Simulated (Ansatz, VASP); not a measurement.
Al6H: VASP beside Ansatz

INCAR

```
PREC = Accurate
ENCUT = 520
EDIFF = 1E-7
ISMEAR = 0
SIGMA = 0.1
LREAL = False
LASPH = True
NELM = 60
ALGO = Normal
ISIF = 2
LWAVE = False
LCHARG = False
LDIPOL = True
IDIPOL = 3
DIPOL = 0.5 0.5 0.307
GGA = PE
NBANDS = 32
```

KPOINTS

```
regular mesh
0
Gamma
  5 5 1
```

File POSCAR:

```
Al6H
1.0
    5.7135165837      0.0000000000      0.0000000000
    0.0000000000      5.7135165837      0.0000000000
    0.0000000000      0.0000000000     22.1746954375
Al H
12 2
Direct
    0.2500000000      0.2500000000      0.1803857921
    0.2500000000      0.7500000000      0.1803857921
    0.7500000000      0.2500000000      0.1803857921
    0.7500000000      0.7500000000      0.1803857921
    0.0000000000      0.0000000000      0.2744050924
    0.0000000000      0.5000000000      0.2744050924
    0.5000000000      0.0000000000      0.2744050924
    0.5000000000      0.5000000000      0.2744050924
    0.2500000000      0.2500000000      0.3686497278
    0.2500000000      0.7500000000      0.3686497278
    0.7500000000      0.2500000000      0.3686497278
    0.7500000000      0.7500000000      0.3686497278
    0.0000000000     -0.0568826563      0.5039390719
    0.0000000000      0.0568826563      0.5039390719
```

Input for Ansatz:

```yaml
crystal:
  lattice:
    - [5.7135165837, 0.0, 0.0]
    - [0.0, 5.7135165837, 0.0]
    - [0.0, 0.0, 22.1746954375]
  atoms:
    - { symbol: Al, position: [0.25, 0.25, 0.1803857921] }
    - { symbol: Al, position: [0.25, 0.75, 0.1803857921] }
    - { symbol: Al, position: [0.75, 0.25, 0.1803857921] }
    - { symbol: Al, position: [0.75, 0.75, 0.1803857921] }
    - { symbol: Al, position: [0.0, 0.0, 0.2744050924] }
    - { symbol: Al, position: [0.0, 0.5, 0.2744050924] }
    - { symbol: Al, position: [0.5, 0.0, 0.2744050924] }
    - { symbol: Al, position: [0.5, 0.5, 0.2744050924] }
    - { symbol: Al, position: [0.25, 0.25, 0.3686497278] }
    - { symbol: Al, position: [0.25, 0.75, 0.3686497278] }
    - { symbol: Al, position: [0.75, 0.25, 0.3686497278] }
    - { symbol: Al, position: [0.75, 0.75, 0.3686497278] }
    - { symbol: H, position: [0.0, -0.0568826563, 0.5039390719] }
    - { symbol: H, position: [0.0, 0.0568826563, 0.5039390719] }
basis:
  ecutwfc: 420
kpoints:
  mp_grid: { grid: [5, 5, 1] }
hamiltonian:
  xc: pbe
  pseudopotentials: { kind: paw, azcp: { folder: soft_1 } }
scf:
  occupations: { method: gaussian, width: 0.1 }
output:
  forces: true
  eigenvalues: true
efield:
  axis: 3
  dipole_correction: true
  ramp_width: 0.04
```

Alike in both runs: task single point; functional PBE; k mesh 5 × 5 × 1; occupations gaussian, width 0.1 eV; no spin polarisation.

|  | VASP | Ansatz |
| --- | --- | --- |
| version | VASP 6.6.1 | Ansatz 0.2.0 |
| potentials or method | VASP PAW PBE potentials, release 64 (Al, H), cutoff 520 eV | scalar-relativistic, plane waves, PAW |
| valence electrons in the cell | 38 | 38 |

|  | VASP | Ansatz | Ansatz less VASP |
| --- | --- | --- | --- |
| gap on the k mesh at the Fermi level (eV) | none | none | - |
| rms of the force components (eV/Å) | 1.067 | 1.059 | -0.0073 |

Atom by atom the forces differ by 0.007 eV/Å (rms over components). A gap of «none» marks a metal or a gap that the smearing closes. The functional is the same, so the differences come from potentials, cutoffs and numerics.
